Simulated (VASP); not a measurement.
The system is Al3BN2.

```
Al B N
1.0
     3.73549    0.00000    0.00000
    -1.86775    3.23503    0.00000
     0.00000    0.00000    6.14455
Al B N
3 1 2
Direct
  0.33333 0.66667 0.00000
  0.33333 0.66667 0.28419
  0.33333 0.66667 0.71581
  0.00000 0.00000 0.00000
  0.33333 0.66667 0.50000
  0.66667 0.33333 0.00000
```

The cell was built from a structure type or drawn by symmetry, and may not be a known phase.

```yaml
Program: VASP 6.6.1
Task: relaxation of cell and atoms
Functional: PBE
Potentials_or_basis: VASP PAW PBE potentials, release 64 (Al, B, N)
Cutoff: 600 eV
k_mesh: 4 × 4 × 2
Occupations: gaussian, width 0.15 eV
Spin: no spin polarisation
```

At the start: pressure 108.9 GPa; volume 12.38 Å³/atom.

Where does the relaxation end?

Over 26 steps the energy falls by 3011.0 meV/atom and the volume is 17.75 Å³/atom (+43.4 %); space group P-6m2 (No. 187, to 0.1 Å) before and after.

Step by step:
```
step  energy change (eV)  largest force (eV/Å)  pressure (GPa)  volume (Å³)
   1              0.0000               14.5427          108.88        74.25
   2             -4.2757                2.3867           -6.27       167.26
   3             -5.0365                3.0211           -5.34       159.51
   4             -5.5958                3.6422           -4.47       153.52
   5             -7.1390               10.7175            7.46       120.87
   6             -6.6768                7.3136            1.51       134.44
   7             -8.0812                1.0618          -10.32       142.55
   8             -8.2878                2.0184           -8.11       140.03
   9            -10.3357                2.8671           -5.71       122.58
  10            -15.1715                5.2428           26.32        77.70
  11            -15.6676                1.9472           31.62        76.38
  12            -15.6696                1.5998           32.26        76.28
  13            -16.2669                1.2236           25.66        79.31
  14            -17.4245                0.6100           11.54        88.90
  15            -17.8927                0.5762           -3.64       110.33
  16            -17.9517                0.4928           -0.79       104.85
  17            -17.9522                0.4836           -0.39       104.16
  18            -17.9970                0.0074            0.21       104.58
  19            -18.0158                0.6670            1.02       105.03
  20            -18.0333                0.5512            0.52       105.75
  21            -18.0579                0.1962           -0.81       107.89
  22            -18.0580                0.1688           -0.90       108.05
  23            -18.0632                0.1406           -0.49       107.37
  24            -18.0655                0.1021            0.01       106.59
  25            -18.0658                0.0967           -0.21       106.47
  26            -18.0660                0.0236           -0.13       106.52
```

Final structure:
```yaml
crystal:
  lattice:
    - [3.80211, 0.00000, 0.00000]
    - [-1.90105, 3.29272, 0.00000]
    - [0.00000, 0.00000, 8.50809]
  atoms:
    - { symbol: Al, position: [0.33333, 0.66667, 0.00000] }
    - { symbol: Al, position: [0.33333, 0.66667, 0.29993] }
    - { symbol: Al, position: [0.33333, 0.66667, 0.70007] }
    - { symbol: B, position: [0.00000, 0.00000, 0.00000] }
    - { symbol: N, position: [0.33333, 0.66667, 0.50000] }
    - { symbol: N, position: [0.66667, 0.33333, 0.00000] }
```

Caveat: the k points lie up to 0.48 Å⁻¹ apart in the final cell; the volume moved by over 15 % at a fixed basis, so the end points are rough.
